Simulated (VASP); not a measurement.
# CuO in VASP: a series of runs

CuO is run at these levels: PBE+U; tasks: single point.

Program: VASP 6.6.1. These are calculated values, not measurements. Logs are shortened: lines on timing, memory, paths and dates and some standing lists are left out, and cuts for length are marked.

## (1) The cell of the first run

The typed cell holds 8 atoms: a = 4.187 Å, b = 4.152 Å, c = 5.993 Å, α = 69.73°, β = 69.56°, γ = 90.00°.

## (2) Single point, PBE+U, collinear spin

INCAR reads:

```
SYSTEM = CuO
  ALGO = Normal
  EDIFF = 1E-7
  ENCUT = 520
  GGA = PE
  ISIF = 2
  ISMEAR = 0
  ISPIN = 2
  LASPH = .TRUE.
  LCHARG = .FALSE.
  LDAU = .TRUE.
  LDAUJ = 0 0
  LDAUL = 2 -1
  LDAUPRINT = 1
  LDAUTYPE = 2
  LDAUU = 4 0
  LMAXMIX = 4
  LORBIT = 11
  LREAL = .FALSE.
  LWAVE = .FALSE.
  MAGMOM = 1 1 -1 -1 0 0 0 0
  NBANDS = 48
  NELM = 150
  PREC = Accurate
  SIGMA = 0.05
```

KPOINTS reads:

```
k-points
0
G
  4 4 4
  0 0 0
```

POSCAR reads:

```
CuO
1.0
    4.1744183909      0.0000000000      0.3305692997
    0.0000000000      4.1521210818      0.0000000000
    1.6747185356      2.0760605409      5.3668804025
Cu O
4 4
Direct
    0.2500000000      0.2500000000      0.0000000000
    0.0000000000     -0.5000000000      0.5000000000
    0.7500000000      0.7500000000      0.0000000000
    0.5000000000      0.0000000000      0.5000000000
    0.3750000000     -0.1250352666      0.2500000000
    0.1250000000     -0.3749647334      0.7500000000
    0.8750000000      0.3749647334      0.2500000000
    0.6250000000      0.1250352666      0.7500000000
```

Potentials or basis: VASP PAW PBE potentials, release 64 (Cu, O).

Launch:

```sh
$ cat potpaw_PBE.64/Cu/POTCAR potpaw_PBE.64/O/POTCAR > POTCAR
$ mpirun -np 1 vasp_std > vasp.out
```

OUTCAR:

```text
SYSTEM = CuO
   EDIFF = 1E-7
   ENCUT = 520
   GGA = PE
   ISIF = 2
   ISMEAR = 0
   ISPIN = 2
   LASPH = .TRUE.
   LORBIT = 11
   LREAL = .FALSE.
   NELM = 150
   PREC = Accurate

 ion  position               nearest neighbor table
   1  0.250  0.250  0.000-   7 1.97   8 1.97   5 1.97   6 1.97
   2  0.000  0.500  0.500-   5 1.97   8 1.97   7 1.97   6 1.97
   3  0.750  0.750  0.000-   5 1.97   6 1.97   7 1.97   8 1.97
   4  0.500  0.000  0.500-   6 1.97   7 1.97   5 1.97   8 1.97
   5  0.375  0.875  0.250-   2 1.97   3 1.97   1 1.97   4 1.97
   6  0.125  0.625  0.750-   3 1.97   4 1.97   1 1.97   2 1.97
   7  0.875  0.375  0.250-   1 1.97   4 1.97   3 1.97   2 1.97
   8  0.625  0.125  0.750-   1 1.97   2 1.97   3 1.97   4 1.97
[... 9 lines left out ...]
 A1 = (  -1.6747185356,  -2.0760605409,  -5.3668804025)
 A2 = (  -1.6747185356,   2.0760605409,  -5.3668804025)
 A3 = (   4.1744183909,   0.0000000000,   0.3305692997)

Analysis of symmetry for initial positions (statically):
=====================================================================
 Subroutine PRICEL returns following result:

  LATTYP: Found a base centered monoclinic cell.
 ALAT       =     4.1874867121
 B/A-ratio  =     0.9915544495
 C/A-ratio  =     1.2460757243
 COS(beta)  =    -0.0001107886
[... 12 lines left out ...]
 Subroutine GETGRP returns: Found  4 space group operations
 (whereof  2 operations were pure point group operations)
 out of a pool of  4 trial point group operations.

The static configuration has the point symmetry S_2 .
 The point group associated with its full space group is C_2h.

Analysis of symmetry for dynamics (positions and initial velocities):
=====================================================================
 Subroutine PRICEL returns following result:

  LATTYP: Found a base centered monoclinic cell.
 ALAT       =     4.1874867121
 B/A-ratio  =     0.9915544495
 C/A-ratio  =     1.2460757243
 COS(beta)  =    -0.0001107886
[... 12 lines left out ...]
 Subroutine GETGRP returns: Found  4 space group operations
 (whereof  2 operations were pure point group operations)
 out of a pool of  4 trial point group operations.

The dynamic configuration has the point symmetry S_2 .
 The point group associated with its full space group is C_2h.

Analysis of structural, dynamic, and magnetic symmetry:
=====================================================================
 Subroutine PRICEL returns following result:

  LATTYP: Found a base centered monoclinic cell.
 ALAT       =     4.1874867121
 B/A-ratio  =     0.9915544495
 C/A-ratio  =     1.2460757243
 COS(beta)  =    -0.0001107886
[... 12 lines left out ...]
 Subroutine GETGRP returns: Found  2 space group operations
[... 289 lines left out ...]
  free energy    TOTEN  =       -34.66801595 eV

  energy without entropy =      -34.66801595  energy(sigma->0) =      -34.66801595

 E-fermi :   4.3113     XC(G=0): -11.1289

 val. band max:        4.0089035863   @ k =   0.5000   0.5000  -0.0000
 cond. band min:       4.8077605756   @ k =   0.0000   0.5000   0.2500
 fundamental gap:      0.7988569892
 Fermi energy:         4.3112687355

 spin component 1

 k-point     1 :       0.0000    0.0000    0.0000
  band No.  band energies     occupation
      1     -14.7544      1.00000
      2     -13.4895      1.00000
      3     -13.4506      1.00000
      4     -13.4490      1.00000
      5      -3.4954      1.00000
      6      -2.1161      1.00000
[... 1165 lines left out ...]
     45      16.0025      0.00000
     46      16.0429      0.00000
 Fermi energy:         4.3112687355

 spin component 2

 k-point     1 :       0.0000    0.0000    0.0000
  band No.  band energies     occupation
      1     -14.7544      1.00000
      2     -13.4895      1.00000
      3     -13.4506      1.00000
      4     -13.4490      1.00000
      5      -3.4954      1.00000
      6      -2.1161      1.00000
[... 1165 lines left out ...]
     45      16.0025      0.00000
     46      16.0429      0.00000
 [bands above 46 left out]

------------------------ aborting loop because EDIFF is reached ----------------------------------------

  FORCE on cell =-STRESS in cart. coord.  units (eV):
  Direction    XX          YY          ZZ          XY          YZ          ZX
  --------------------------------------------------------------------------------------
  -------------------------------------------------------------------------------------
  Total       -1.4220192     -1.3739892     -2.1420934      0.0000000      0.0000000      0.0565029
  in kB      -25.1127750    -24.2645678    -37.8292430      0.0000000      0.0000000      0.9978378
  external PRESSURE =     -29.0688620 kB  Pullay stress =       0.0000000 kB

 VOLUME and BASIS-vectors are now :
 -----------------------------------------------------------------------------
  energy-cutoff  :      520.00
  volume of cell :       90.72
      direct lattice vectors                 reciprocal lattice vectors
     4.174418391  0.000000000  0.330569300     0.245623888  0.000000000 -0.076646179
     0.000000000  4.152121082  0.000000000     0.007564517  0.240840761 -0.095524476
     1.674718536  2.076060541  5.366880402    -0.015129034  0.000000000  0.191048952

 POSITION                                       TOTAL-FORCE (eV/Angst)
 -----------------------------------------------------------------------------------
      1.04360      1.03803      0.08264         0.000022      0.000070     -0.000722
      0.83736      3.11409      2.68344        -0.000022      0.000070      0.000722
      3.13081      3.11409      0.24793         0.000022      0.000070     -0.000722
      2.92457      1.03803      2.84872        -0.000022      0.000070      0.000722
      1.98409      4.15197      1.46568        -0.000000     -0.000108      0.000000
      1.77784      4.15227      4.06648        -0.000000     -0.000031      0.000000
      4.07130      2.07591      1.63097        -0.000000     -0.000108      0.000000
      3.86505      2.07621      4.23177        -0.000000     -0.000031     -0.000000
 -----------------------------------------------------------------------------------
    total drift:                               -0.000000      0.000000     -0.000000

  FREE ENERGIE OF THE ION-ELECTRON SYSTEM (eV)
  ---------------------------------------------------
  free  energy   TOTEN  =       -34.6680159479 eV

  energy  without entropy=      -34.6680159479  energy(sigma->0) =      -34.66801595

 total charge

# of ion       s       p       d       tot
------------------------------------------
    1        0.379   0.370   9.142   9.891
    2        0.379   0.370   9.142   9.891
    3        0.379   0.370   9.142   9.891
    4        0.379   0.370   9.142   9.891
    5        1.562   3.406   0.000   4.968
    6        1.562   3.406   0.000   4.968
    7        1.562   3.406   0.000   4.968
    8        1.562   3.406   0.000   4.968
--------------------------------------------------
tot          7.764  15.104  36.567  59.435

 magnetization (x)

# of ion       s       p       d       tot
------------------------------------------
    1       -0.003  -0.003   0.592   0.586
    2       -0.003  -0.003   0.592   0.586
    3        0.003   0.003  -0.592  -0.586
    4        0.003   0.003  -0.592  -0.586
    5        0.000   0.000   0.000   0.000
    6       -0.000   0.000   0.000   0.000
    7        0.000   0.000   0.000   0.000
    8        0.000  -0.000   0.000  -0.000
--------------------------------------------------
tot          0.000   0.000   0.000   0.000
```

OSZICAR:

```text
N       E                     dE             d eps       ncg     rms          rms(c)
DAV:   1     0.799929155010E+03    0.79993E+03   -0.30360E+04  4752   0.221E+03
DAV:   2     0.123871872163E+03   -0.67606E+03   -0.62160E+03  4632   0.506E+02
DAV:   3    -0.301037095624E+02   -0.15398E+03   -0.14477E+03  5120   0.238E+02
DAV:   4    -0.426645785495E+02   -0.12561E+02   -0.12358E+02  6208   0.763E+01
[... 10 lines left out ...]
DAV:  15    -0.346680193573E+02    0.14291E-04   -0.77733E-05  7120   0.920E-02    0.251E-02
DAV:  16    -0.346680161373E+02    0.32200E-05   -0.37715E-05  7200   0.578E-02    0.562E-03
DAV:  17    -0.346680161639E+02   -0.26586E-07   -0.25388E-06  6496   0.171E-02    0.346E-03
DAV:  18    -0.346680159896E+02    0.17436E-06   -0.73206E-07  5896   0.985E-03    0.112E-03
DAV:  19    -0.346680159479E+02    0.41665E-07   -0.39439E-07  4816   0.736E-03
   1 F= -.34668016E+02 E0= -.34668016E+02  d E =-.126598E-18  mag=    -0.0000
```

stdout:

```text
POSCAR found type information on POSCAR CuO
 POSCAR found :  2 types and       8 ions
 scaLAPACK will be used
 LDA part: xc-table for (Slater+PW92), standard interpolation
 POSCAR, INCAR and KPOINTS ok, starting setup
 FFT: planning ... GRIDC
 FFT: planning ... GRID_SOFT
 FFT: planning ... GRID
 WAVECAR not read
 entering main loop
```

Run time: 4.5 min. Hardware: 1 thread of AMD EPYC 7R13 (Zen 3), shared host; peak memory 0.3 GiB.

Results:

- Free energy: -34.6680 eV
- Pressure: -2.9 GPa
- Band gap on the k mesh: 0.80 eV
- Net moment: 0.00 μB per cell
- Site moments: Cu +0.59, -0.59 (each value once); O +0.00, -0.00 (each value once) μB
- Valence electrons inside the program's atomic spheres: Cu 9.89; O 4.97

Stress tensor (GPa, compression positive):
```
-2.51  0.00  0.10
 0.00 -2.43  0.00
 0.10  0.00 -3.78
```

Eigenvalues of the final occupation matrices:
```tsv
site	spin	trace	eigenvalues
site 1 d	1	4.88	0.95 0.97 0.97 0.98 1.01
site 1 d	2	4.29	0.44 0.94 0.97 0.97 0.98
site 2 d	1	4.88	0.95 0.97 0.97 0.98 1.01
site 2 d	2	4.29	0.44 0.94 0.97 0.97 0.98
site 3 d	1	4.29	0.44 0.94 0.97 0.97 0.98
site 3 d	2	4.88	0.95 0.97 0.97 0.98 1.01
site 4 d	1	4.29	0.44 0.94 0.97 0.97 0.98
site 4 d	2	4.88	0.95 0.97 0.97 0.98 1.01
```

A k mesh can miss the band edges.

## (3) Single point, PBE+U, collinear spin

This run uses another cell than the first one: it holds 4 atoms, not 8.

INCAR reads:

```
SYSTEM = CuO
PREC     = Accurate       ! precision mode
ENCUT    = 520            ! plane-wave cutoff, eV
EDIFF    = 1E-6           ! SCF threshold, eV
ISMEAR   = 0              ! smearing method
SIGMA    = 0.05           ! smearing width, eV
LREAL    = .False.        ! projectors in reciprocal space
LASPH    = .True.         ! aspherical terms in the spheres
NELM     = 150            ! most SCF steps
ALGO     = Normal         ! electronic algorithm
ISIF     = 2              ! what is computed and relaxed
LWAVE    = .False.        ! write WAVECAR
LCHARG   = .False.        ! write CHGCAR
ISPIN    = 2              ! spin polarisation
MAGMOM   = 1 -1 0 0       ! initial moments
LORBIT   = 11             ! projections on sites
LMAXMIX  = 4              ! l up to which the mixer works
LDAU     = .True.         ! DFT+U
LDAUTYPE = 2            
LDAUL    = 2 -1           ! shell
LDAUU    = 4 0            ! U, eV
LDAUJ    = 0 0          
LDAUPRINT= 1            
GGA      = PE             ! functional
NBANDS   = 29             ! bands
```

KPOINTS reads:

```
Automatic mesh
0
Gamma
  10 10 6
  0 0 0
```

POSCAR reads:

```
CuO
1.0
    2.0872091954     -2.0760605409      0.1652846499
    2.0872091954      2.0760605409      0.1652846499
   -0.4124906598      0.0000000000      5.2015957526
Cu O
2 2
Direct
    0.0000000000      0.5000000000      0.0000000000
    0.5000000000      0.0000000000      0.5000000000
    0.5000352666      0.4999647334      0.2500000000
    0.4999647334      0.5000352666      0.7500000000
```

Potentials or basis: VASP PAW PBE potentials, release 64 (Cu, O).

Launch:

```sh
$ cat potpaw_PBE.64/Cu/POTCAR potpaw_PBE.64/O/POTCAR > POTCAR
$ mpirun -np 1 vasp_std > vasp.out
```

It took 12 min on 1 thread of Oxide Virtual Turin-like, shared host; peak memory 0.37 GiB.

The run converged. Its results:

* Free energy: -17.3110 eV
* Pressure: -2.9 GPa
* Net moment: 0.00 μB per cell
* Site moments: Cu +0.58, -0.58; O +0.00 μB
* Valence electrons inside the program's atomic spheres: Cu 9.89; O 4.97

Stress tensor (GPa, compression positive):
```
-2.94  0.00  0.00
 0.00 -2.88  0.00
 0.00  0.00 -2.99
```

Levels at points of the mesh, in eV from the Fermi level:
Spin up:
| k point | band 13 | band 14 | band 15 | band 16 | band 17 | band 18 | band 19 | band 20 | band 21 | band 22 |
| --- | --- | --- | --- | --- | --- | --- | --- | --- | --- | --- |
| (0.00, 0.00, 0.00) | -3.10 | -2.84 | -2.62 | -1.90 | -0.12 | 1.38 | 1.62 | 6.43 | 7.31 | 13.28 |
| (0.50, 0.00, 0.00) | -3.81 | -2.63 | -2.42 | -1.65 | -0.46 | 1.56 | 3.93 | 5.99 | 6.74 | 11.15 |
| (0.50, 0.50, 0.00) | -3.65 | -3.59 | -2.18 | -2.00 | -1.94 | 1.61 | 2.58 | 7.43 | 9.77 | 9.94 |
| (0.00, 0.00, 0.50) | -3.23 | -3.14 | -1.84 | -1.77 | -0.76 | 1.23 | 3.50 | 3.60 | 11.72 | 11.73 |
| (0.50, 0.00, 0.50) | -3.31 | -3.13 | -2.98 | -2.05 | -1.17 | 1.58 | 4.62 | 5.94 | 8.63 | 8.91 |
| (0.50, 0.50, 0.50) | -2.63 | -2.54 | -2.54 | -2.12 | -1.74 | 0.69 | 4.23 | 4.33 | 10.55 | 10.69 |
Spin down:
```
           k point  band 15  band 16  band 17  band 18  band 19  band 20
(0.00, 0.00, 0.00)    -2.62    -1.90    -0.12     1.38     1.62     6.43
(0.50, 0.00, 0.00)    -2.76    -1.73    -0.31     1.27     4.03     6.14
(0.50, 0.50, 0.00)    -2.18    -2.00    -1.94     1.61     2.58     7.43
(0.00, 0.00, 0.50)    -1.84    -1.77    -0.76     1.23     3.50     3.60
(0.50, 0.00, 0.50)    -2.75    -2.28    -0.11     0.71     4.79     6.06
(0.50, 0.50, 0.50)    -2.54    -2.12    -1.74     0.69     4.23     4.33
```

Eigenvalues of the final occupation matrices:
| site | spin | trace | eigenvalues |
| --- | --- | --- | --- |
| site 1 d | 1 | 4.87 | 0.95 0.97 0.97 0.98 1.02 |
| site 1 d | 2 | 4.28 | 0.42 0.94 0.97 0.97 0.98 |
| site 2 d | 1 | 4.28 | 0.42 0.94 0.97 0.97 0.98 |
| site 2 d | 2 | 4.87 | 0.95 0.97 0.97 0.98 1.02 |

## (4) Single point, PBE+U, collinear spin

INCAR reads:

```
ALGO     = Normal         # electronic algorithm
EDIFF    = 1E-6           # SCF threshold, eV
ENCUT    = 520            # plane-wave cutoff, eV
GGA      = PE             # functional
ISIF     = 2              # what is computed and relaxed
ISMEAR   = 0              # smearing method
ISPIN    = 2              # spin polarisation
LASPH    = T              # aspherical terms in the spheres
LCHARG   = F              # write CHGCAR
LDAU     = T              # DFT+U
LDAUJ    = 0 0          
LDAUL    = 2 -1           # shell
LDAUPRINT= 1            
LDAUTYPE = 2            
LDAUU    = 4 0            # U, eV
LMAXMIX  = 4              # l up to which the mixer works
LORBIT   = 11             # projections on sites
LREAL    = F              # projectors in reciprocal space
LWAVE    = F              # write WAVECAR
MAGMOM   = 1 1 -1 -1 0 0 0 0 # initial moments
NBANDS   = 48             # bands
NELM     = 150            # most SCF steps
PREC     = Accurate       # precision mode
SIGMA    = 0.05           # smearing width, eV
```

KPOINTS reads:

```
k-points
0
Gamma
  6 6 6
```

POSCAR reads:

```
CuO
1.0
    4.1744183909      0.0000000000      0.3305692997
    0.0000000000      4.1521210818      0.0000000000
    1.6747185356      2.0760605409      5.3668804025
Cu O
4 4
Direct
    0.2500000000      0.2500000000      0.0000000000
    0.0000000000     -0.5000000000      0.5000000000
    0.7500000000      0.7500000000      0.0000000000
    0.5000000000      0.0000000000      0.5000000000
    0.3750000000     -0.1250352666      0.2500000000
    0.1250000000     -0.3749647334      0.7500000000
    0.8750000000      0.3749647334      0.2500000000
    0.6250000000      0.1250352666      0.7500000000
```

Launch:

```sh
$ cat potpaw_PBE.64/Cu/POTCAR potpaw_PBE.64/O/POTCAR > POTCAR
$ mpirun -np 1 vasp_std > vasp.out
```

Wall time 19 min (1 thread of Oxide Virtual Turin-like, shared host); peak memory 0.48 GiB.

The run converged. Its results:

```yaml
Free_energy: -34.6687 eV
Pressure: -2.9 GPa
Band_gap_on_the_k_mesh: 0.70 eV
Net_moment: 0.00 μB per cell
Site_moments: Cu +0.59, -0.59 (each value once); O +0.00, -0.00 (each value once) μB
Valence_electrons_inside_the_program's_atomic_spheres: Cu 9.89; O 4.97
```

Stress tensor (GPa, compression positive):
```
-2.55  0.00  0.10
 0.00 -2.46  0.00
 0.10  0.00 -3.82
```

Levels at points of the mesh, in eV from the valence-band top:
Spin up:
```tsv
k point	band 31	band 32	band 33	band 34	band 35	band 36	band 37	band 38
(0.00, 0.00, 0.00)	-1.99	-1.58	-0.69	-0.69	1.57	1.59	1.69	4.59
(0.50, 0.00, 0.00)	-2.05	-1.98	-1.29	-0.63	0.85	1.35	4.70	4.83
(0.00, 0.50, 0.00)	-2.06	-2.00	-1.30	-0.63	0.85	1.36	4.73	4.86
(0.50, 0.50, 0.00)	-1.90	-1.41	-0.57	-0.02	1.52	1.74	4.29	5.00
(0.00, 0.00, 0.50)	-1.73	-1.53	-1.51	-0.03	1.06	2.13	2.89	3.86
(0.50, 0.00, 0.50)	-2.05	-1.98	-1.29	-0.63	0.85	1.35	4.70	4.83
```
Spin down:
| k point | band 32 | band 33 | band 34 | band 35 | band 36 | band 37 |
| --- | --- | --- | --- | --- | --- | --- |
| (0.00, 0.00, 0.00) | -1.58 | -0.69 | -0.69 | 1.57 | 1.59 | 1.69 |
| (0.50, 0.00, 0.00) | -1.98 | -1.29 | -0.63 | 0.85 | 1.35 | 4.70 |
| (0.00, 0.50, 0.00) | -2.00 | -1.30 | -0.63 | 0.85 | 1.36 | 4.73 |
| (0.50, 0.50, 0.00) | -1.41 | -0.57 | -0.02 | 1.52 | 1.74 | 4.29 |
| (0.00, 0.00, 0.50) | -1.53 | -1.51 | -0.03 | 1.06 | 2.13 | 2.89 |
| (0.50, 0.00, 0.50) | -1.98 | -1.29 | -0.63 | 0.85 | 1.35 | 4.70 |

Eigenvalues of the final occupation matrices:
```csv
site,spin,trace,eigenvalues
site 1 d,1,4.88,0.95 0.97 0.97 0.98 1.01
site 1 d,2,4.29,0.44 0.94 0.97 0.97 0.98
site 2 d,1,4.88,0.95 0.97 0.97 0.98 1.01
site 2 d,2,4.29,0.44 0.94 0.97 0.97 0.98
site 3 d,1,4.29,0.44 0.94 0.97 0.97 0.98
site 3 d,2,4.88,0.95 0.97 0.97 0.98 1.01
site 4 d,1,4.29,0.44 0.94 0.97 0.97 0.98
site 4 d,2,4.88,0.95 0.97 0.97 0.98 1.01
```

A k mesh can miss the band edges.

## (5) The runs side by side

| cell | k mesh | gap on the mesh (eV) | pressure (GPa) | moment (μB) |
| --- | --- | --- | --- | --- |
| a = 4.187, b = 4.152, c = 5.993 Å, angles 69.7, 69.6, 90.0°, 8 atoms, atomic positions A | 4 × 4 × 4 | 0.80 | -2.9 | 0.00 |
| a = 2.949, b = 2.949, c = 5.218 Å, angles 90.0, 90.0, 89.5°, 4 atoms, atomic positions B | 10 × 10 × 6 | - | -2.9 | 0.00 |
| a = 4.187, b = 4.152, c = 5.993 Å, angles 69.7, 69.6, 90.0°, 8 atoms, atomic positions A | 6 × 6 × 6 | 0.70 | -2.9 | 0.00 |

Alike in all rows: task single point; level PBE+U; potentials or basis VASP PAW PBE potentials, release 64 (Cu, O); spin collinear; Cu d U = 4.0 eV; cutoff (eV) 520; smearing gaussian 0.05 eV.

Total energies depend on the potentials used, so only differences within one code and one set of settings carry meaning.
